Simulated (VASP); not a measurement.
A run of VASP 6.6.1 is set up as follows.

The input INCAR:

```
SYSTEM = K3Pb2Au3
ALGO = Normal
EDIFF = 1E-6
ENCUT = 520
GGA = PE
ISIF = 2
ISMEAR = -1
LASPH = .TRUE.
LCHARG = .TRUE.
LELF = .TRUE.
LREAL = .FALSE.
LVHAR = .TRUE.
LWAVE = .FALSE.
NBANDS = 54
NELM = 60
PREC = Accurate
SIGMA = 0.1
```

File KPOINTS:

```
k-points
0
G
  4 4 4
  0 0 0
```

Contents of POSCAR:

```
K3Pb2Au3
1.0
    3.2052170000      5.5515960000      0.0000000000
   -3.2052170000      5.5515960000      0.0000000000
   -3.2052170000      1.8505290000      7.1934550000
K Au Pb
3 3 2
Direct
    0.5000000000      0.0000000000      0.5000000000
    0.0813000000      0.8374000000      0.2439000000
    0.9187000000      0.1626000000      0.7561000000
    0.5000000000      0.5000000000      0.0000000000
    0.0000000000      0.5000000000      0.0000000000
    0.5000000000      0.0000000000      0.0000000000
    0.2471000000      0.5058000000      0.7413000000
    0.7529000000      0.4942000000      0.2587000000
```

Potentials or basis: VASP PAW PBE potentials, release 64 (K_sv, Au, Pb_d).

Command:

```console
$ cat potpaw_PBE.64/K_sv/POTCAR potpaw_PBE.64/Au/POTCAR potpaw_PBE.64/Pb_d/POTCAR > POTCAR
$ mpirun -np 1 vasp_std > vasp.out
```

Estimate the pressure.

4.4 GPa.

Predict the largest force.

2.757 eV/Å.

Predict the band gap on the k mesh.

zero (band 44 reaches 3.78 eV, above the bottom of band 45 at 2.90 eV).

Stress tensor (GPa, compression positive):
```
3.72 0.00 0.00
0.00 3.72 0.00
0.00 0.00 5.70
```

Caveat: spin-orbit coupling is left out, which moves the levels of the heavy elements; forces of over 1 eV/Å act on the atoms, so gaps and moduli don't describe the material at rest.
